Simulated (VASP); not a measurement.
# BaTiO3 (Pm-3m) in VASP: single point with r2SCAN

Aim: the single point of BaTiO3 with r2SCAN.

Everything below comes from runs of VASP 6.6.1. Logs are shortened: lines on timing, memory, paths and dates and some standing lists are left out, and cuts for length are marked.

## Step 1: The cell of the first run

It takes space group Pm-3m (No. 221, cubic). The conventional cell has a = 3.994 Å, b = 3.994 Å, c = 3.994 Å, α = 90.00°, β = 90.00°, γ = 90.00°. Within 3.7 Å of Ba (site symmetry m-3m) lie 12 O at 2.82 Å and 8 Ti at 3.46 Å. Ti (site symmetry m-3m) has 6 O at 2.00 Å within 2.6 Å. Within 2.6 Å of O (site symmetry 4/mmm) lie 2 Ti at 2.00 Å.

## Step 2: Single point, r2SCAN

The input, POSCAR:

```
BaTiO3
1.0
    3.9940395044      0.0000000000      0.0000000000
    0.0000000000      3.9940395044      0.0000000000
    0.0000000000      0.0000000000      3.9940634710
Ba Ti O
1 1 3
Direct
    0.5000000000      0.5000000000      0.5825414600
    0.0000000000      0.0000000000      0.0825414600
    0.0000000000      0.5000000000      0.0825414600
    0.5000000000      0.0000000000      0.0825414600
    0.0000000000      0.0000000000      0.5825414600
```

The input, INCAR.step1:

```
SYSTEM = BaTiO3
ALGO = Normal
EDIFF = 1E-5
ENCUT = 660
GGA = PE
GGA_COMPAT = .False.
ISMEAR = 0
LASPH = .True.
LCHARG = .False.
LREAL = .False.
LWAVE = .True.
NBANDS = 28
NELM = 120
PREC = Accurate
SIGMA = 0.02
```

The input, INCAR.step2:

```
SYSTEM = BaTiO3
ALGO = Normal
EDIFF = 1E-6
ENCUT = 660
GGA_COMPAT = .False.
ISIF = 2
ISMEAR = 0
ISTART = 1
LASPH = .True.
LCHARG = .False.
LMIXTAU = .True.
LREAL = .False.
LWAVE = .False.
METAGGA = R2SCAN
NBANDS = 28
NELM = 120
PREC = Accurate
SIGMA = 0.02
```

The input, KPOINTS:

```
k-points
0
Gamma
  8 8 8
  0 0 0
```

Potentials or basis: VASP PAW PBE potentials, release 64 (Ba_sv, Ti_sv, O).

Run with:

```
$ cat potpaw_PBE.64/Ba_sv/POTCAR potpaw_PBE.64/Ti_sv/POTCAR potpaw_PBE.64/O/POTCAR > POTCAR
$ cp INCAR.step1 INCAR
$ mpirun -np 1 vasp_std > vasp.out
$ cp INCAR.step2 INCAR
$ mpirun -np 1 vasp_std > vasp.out
```

OUTCAR:

```text
SYSTEM = BaTiO3
   EDIFF = 1E-6
   ENCUT = 660
   ISIF = 2
   ISMEAR = 0
   ISTART = 1
   LASPH = .True.
   LREAL = .False.
   METAGGA = R2SCAN
   NELM = 120
   PREC = Accurate

 ion  position               nearest neighbor table
   1  0.500  0.500  0.583-   5 2.82   5 2.82   5 2.82   5 2.82   4 2.82   4 2.82   4 2.82   4 2.82
                             3 2.82   3 2.82   3 2.82   3 2.82   2 3.46   2 3.46   2 3.46   2 3.46
   2  0.000  0.000  0.083-   3 2.00   4 2.00   3 2.00   4 2.00   5 2.00   5 2.00   1 3.46   1 3.46
                             1 3.46   1 3.46   1 3.46   1 3.46   1 3.46   1 3.46
   3  0.000  0.500  0.083-   2 2.00   2 2.00   1 2.82   1 2.82   1 2.82   1 2.82
   4  0.500  0.000  0.083-   2 2.00   2 2.00   1 2.82   1 2.82   1 2.82   1 2.82
   5  0.000  0.000  0.583-   2 2.00   2 2.00   1 2.82   1 2.82   1 2.82   1 2.82

  LATTYP: Found a simple cubic cell.
 ALAT       =     3.9940395044

  Lattice vectors:

 A1 = (   3.9940395044,   0.0000000000,   0.0000000000)
 A2 = (   0.0000000000,   3.9940395044,   0.0000000000)
 A3 = (   0.0000000000,   0.0000000000,   3.9940634710)

Analysis of symmetry for initial positions (statically):
=====================================================================
 Subroutine PRICEL returns:
 Original cell was already a primitive cell.

 Routine SETGRP: Setting up the symmetry group for a
 simple cubic supercell.

 Subroutine GETGRP returns: Found 48 space group operations
 (whereof  8 operations were pure point group operations)
 out of a pool of 48 trial point group operations.

The static configuration has the point symmetry C_4v.
 The point group associated with its full space group is O_h .

Analysis of symmetry for dynamics (positions and initial velocities):
=====================================================================
 Subroutine PRICEL returns:
 Original cell was already a primitive cell.

 Routine SETGRP: Setting up the symmetry group for a
 simple cubic supercell.

 Subroutine GETGRP returns: Found 48 space group operations
 (whereof  8 operations were pure point group operations)
 out of a pool of 48 trial point group operations.

The dynamic configuration has the point symmetry C_4v.
 The point group associated with its full space group is O_h .

 Subroutine INISYM returns: Found 48 space group operations
 (whereof  8 operations are pure point group operations),
 and found     1 'primitive' translations

----------------------------------------------------------------------------------------

                                     Primitive cell

  volume of cell :      63.7147

  direct lattice vectors                    reciprocal lattice vectors
     3.994039504  0.000000000  0.000000000     0.250373087  0.000000000  0.000000000
     0.000000000  3.994039504  0.000000000     0.000000000  0.250373087  0.000000000
     0.000000000  0.000000000  3.994063471     0.000000000  0.000000000  0.250371585

  length of vectors
     3.994039504  3.994039504  3.994063471     0.250373087  0.250373087  0.250371585

  position of ions in fractional coordinates (direct lattice)
     0.500000000  0.500000000  0.582541460
     0.000000000  0.000000000  0.082541460
     0.000000000  0.500000000  0.082541460
     0.500000000  0.000000000  0.082541460
     0.000000000  0.000000000  0.582541460

  ion indices of the primitive-cell ions
   primitive index   ion index
                 1           1
                 2           2
                 3           3
                 4           4
                 5           5

----------------------------------------------------------------------------------------

 KPOINTS: k-points

Automatic generation of k-mesh.
 Grid dimensions read from file:
 generate k-points for:    8    8    8

 Generating k-lattice:

  Cartesian coordinates                     Fractional coordinates (reciprocal lattice)
     0.031296636  0.000000000  0.000000000     0.125000000  0.000000000  0.000000000
     0.000000000  0.031296636  0.000000000     0.000000000  0.125000000  0.000000000
     0.000000000  0.000000000  0.031296448     0.000000000  0.000000000  0.125000000

  Length of vectors
     0.031296636  0.031296636  0.031296448

  Shift w.r.t. Gamma in fractional coordinates (k-lattice)
     0.000000000  0.000000000  0.000000000

 Subroutine IBZKPT returns following result:
 ===========================================

 Found     35 irreducible k-points:

 Following reciprocal coordinates:
            Coordinates               Weight
  0.000000  0.000000  0.000000      1.000000
  0.125000  0.000000  0.000000      6.000000
  0.250000  0.000000  0.000000      6.000000
  0.375000  0.000000  0.000000      6.000000
  0.500000  0.000000  0.000000      3.000000
  0.125000  0.125000  0.000000     12.000000
[... 16 lines left out ...]
  0.375000  0.375000  0.125000     24.000000
  0.500000  0.375000  0.125000     24.000000
 [... further k-points ...]
   k-points           NKPTS =     35   k-points in BZ     NKDIM =     35   number of bands    NBANDS=     28
   number of dos      NEDOS =    301   number of ions     NIONS =      5
   total plane-waves  NPLWV =  46656
   dimension x,y,z NGX =    36 NGY =   36 NGZ =   36
   dimension x,y,z NGXF=    72 NGYF=   72 NGZF=   72
   ions per type =               1   1   3
   NGX,Y,Z   is equivalent  to a cutoff of  14.98, 14.98, 14.98 a.u.
   NGXF,Y,Z  is equivalent  to a cutoff of  29.97, 29.97, 29.97 a.u.
 SYSTEM =  BaTiO3
   PREC   = accura    normal or accurate (medium, high low for compatibility)
   ISTART =      1    job   : 0-new  1-cont  2-samecut
   ICHARG =      0    charge: 1-file 2-atom 10-const
   ISPIN  =      1    spin polarized calculation?
   LNONCOLLINEAR =      F non collinear calculations
   LSORBIT =      F    spin-orbit coupling
   LASPH  =      T    aspherical Exc in radial PAW
   ENCUT  =  660.0 eV  48.51 Ry    6.96 a.u.   8.37  8.37  8.37*2*pi/ulx,y,z
   NELM   =    120;   NELMIN=  2; NELMDL=  0     # of ELM steps
   EDIFF  = 0.1E-05   stopping-criterion for ELM
   LREAL  =      F    real-space projection
   EDIFFG = 0.1E-04   stopping-criterion for IOM
   NSW    =      0    number of steps for IOM
   IBRION =     -1    ionic relax: 0-MD 1-quasi-New 2-CG
   NFREE  =      0    steps in history (QN), initial steepest desc. (CG)
   ISIF   =      2    stress and relaxation
   ISYM   =      2    0-nonsym 1-usesym 2-fastsym
   POTIM  = 0.5000    time-step for ionic-motion
   TEBEG  =    0.0;   TEEND  =   0.0 temperature during run
   PSTRESS=    0.0 pullay stress
   NELECT =      40.0000    total number of electrons
   NUPDOWN=      -1.0000    fix difference up-down
   EMIN   =  10.00;   EMAX   =-10.00  energy-range for DOS
   EFERMI =   0.00;   METHOD = LEGACY
   ISMEAR =     0;   SIGMA  =   0.02  broadening in eV -4-tet -1-fermi 0-gaus
   EFERMI_NEDOS =   21; number of points for ismear=-14 and -15
   IALGO  =     38    algorithm
   IMIX   =      4    mixing-type and parameters
     AMIX     =   0.40;   BMIX     =  1.00
     AMIX_MAG =   1.60;   BMIX_MAG =  1.00
  volume/ion in A,a.u.               =      12.74        85.99
  Fermi-wavevector in a.u.,A,eV,Ry     =   1.401786  2.648991 26.735488  1.965003
  Thomas-Fermi vector in A             =   2.524612
   LORBIT       =      0    0 simple, 1 ext, 2 COOP (PROOUT), +10 PAW based schemes
   METAGGA = R2SCAN    functional components
   LHFCALC =     F    Hartree Fock is set to
   AEXX    =    0.0000 exact exchange contribution
   IVDW    =     0    specifies the selected vdW correction
   LEPSILON=     F    determine dielectric tensor
   LRPA    =     F    only Hartree local field effects (RPA)
 non-spin polarized calculation
 Gauss-broadening in eV      SIGMA  =   0.02
  energy-cutoff  :      660.00
  volume of cell :       63.71
 maximum number of plane-waves:      2469
 NGX is ok and might be reduce to    36
   NGX = 17   NGY = 17   NGZ = 17

 number of electron      40.0000005 magnetization

 Free energy of the ion-electron system (eV)
  ---------------------------------------------------
  ext. energy  EPLUGINS =         0.00000000
  ---------------------------------------------------
  free energy    TOTEN  =       -74.24479493 eV

  energy without entropy =      -74.24479493  energy(sigma->0) =      -74.24479493

 E-fermi :   3.7455     XC(G=0): -11.9540

 val. band max:        3.5779539939   @ k =   0.5000   0.5000   0.5000
 cond. band min:       5.7287028009   @ k =   0.0000   0.0000   0.0000
 fundamental gap:      2.1507488070
 Fermi energy:         3.7454600107

 k-point     1 :       0.0000    0.0000    0.0000
  band No.  band energies     occupation
      1     -55.2739      2.00000
      2     -30.4357      2.00000
      3     -30.4357      2.00000
      4     -30.4356      2.00000
      5     -21.8763      2.00000
      6     -14.2960      2.00000
[... 20 lines left out ...]
     27       9.1909      0.00000
     28      11.9665      0.00000

 k-point     2 :       0.1250    0.0000    0.0000
  band No.  band energies     occupation
      1     -55.2737      2.00000
      2     -30.4445      2.00000
      3     -30.4354      2.00000
      4     -30.4353      2.00000
      5     -21.8571      2.00000
      6     -14.3043      2.00000
[... 20 lines left out ...]
     27       9.5098      0.00000
     28      12.3432      0.00000

 k-point     3 :       0.2500    0.0000    0.0000
  band No.  band energies     occupation
      1     -55.2733      2.00000
      2     -30.4657      2.00000
      3     -30.4346      2.00000
      4     -30.4345      2.00000
      5     -21.8102      2.00000
      6     -14.3742      2.00000
[... 20 lines left out ...]
     27      10.3559      0.00000
     28      12.6555      0.00000

 k-point     4 :       0.3750    0.0000    0.0000
  band No.  band energies     occupation
      1     -55.2729      2.00000
      2     -30.4867      2.00000
      3     -30.4339      2.00000
      4     -30.4338      2.00000
      5     -21.7622      2.00000
      6     -14.4849      2.00000
[... 578 lines left out ...]
     27      12.6546      0.00000
     28      12.8466      0.00000

 k-point    23 :       0.3750    0.3750    0.1250
  band No.  band energies     occupation
      1     -55.2718      2.00000
      2     -30.4838      2.00000
      3     -30.4834      2.00000
      4     -30.4407      2.00000
      5     -21.6732      2.00000
      6     -14.0504      2.00000
[... 20 lines left out ...]
     27      12.5644      0.00000
     28      13.1868      0.00000

 k-point    24 :       0.5000    0.3750    0.1250
  band No.  band energies     occupation
      1     -55.2716      2.00000
      2     -30.4921      2.00000
      3     -30.4831      2.00000
      4     -30.4403      2.00000
      5     -21.6600      2.00000
      6     -14.0009      2.00000
[... 20 lines left out ...]
     27      12.4280      0.00000
     28      13.3385      0.00000

 [... further k-points ...]
[... 5 lines left out ...]
  --------------------------------------------------------------------------------------
  -------------------------------------------------------------------------------------
  Total        0.7146509      0.7146509      0.7146595      0.0000000      0.0000000     -0.0000000
  in kB       17.9706941     17.9706941     17.9709097      0.0000000      0.0000000     -0.0000000
  external PRESSURE =      17.9707660 kB  Pullay stress =       0.0000000 kB

 VOLUME and BASIS-vectors are now :
 -----------------------------------------------------------------------------
  energy-cutoff  :      660.00
  volume of cell :       63.71
      direct lattice vectors                 reciprocal lattice vectors
     3.994039504  0.000000000  0.000000000     0.250373087  0.000000000  0.000000000
     0.000000000  3.994039504  0.000000000     0.000000000  0.250373087  0.000000000
     0.000000000  0.000000000  3.994063471     0.000000000  0.000000000  0.250371585

 POSITION                                       TOTAL-FORCE (eV/Angst)
 -----------------------------------------------------------------------------------
      1.99702      1.99702      2.32671         0.000000     -0.000000     -0.000000
      0.00000      0.00000      0.32968         0.000000     -0.000000      0.000000
      0.00000      1.99702      0.32968         0.000000      0.000000      0.000000
      1.99702      0.00000      0.32968         0.000000      0.000000     -0.000000
      0.00000      0.00000      2.32671         0.000000      0.000000     -0.000000
 -----------------------------------------------------------------------------------
    total drift:                                0.000000     -0.000000     -0.000017

  FREE ENERGIE OF THE ION-ELECTRON SYSTEM (eV)
  ---------------------------------------------------
  free  energy   TOTEN  =       -74.2447949271 eV

  energy  without entropy=      -74.2447949271  energy(sigma->0) =      -74.24479493
```

It took 9.9 min on 1 thread of Oxide Virtual Turin-like, shared host; peak memory 0.24 GiB.

Results:

- Free energy: -74.2448 eV
- Pressure: 1.8 GPa
- Band gap on the k mesh: 2.15 eV (least direct gap 2.30 eV)

Caveat: the PAW data sets were made with another functional, which shifts forces and pressure a little; spin-orbit coupling is left out, which moves the levels of the heavy elements.
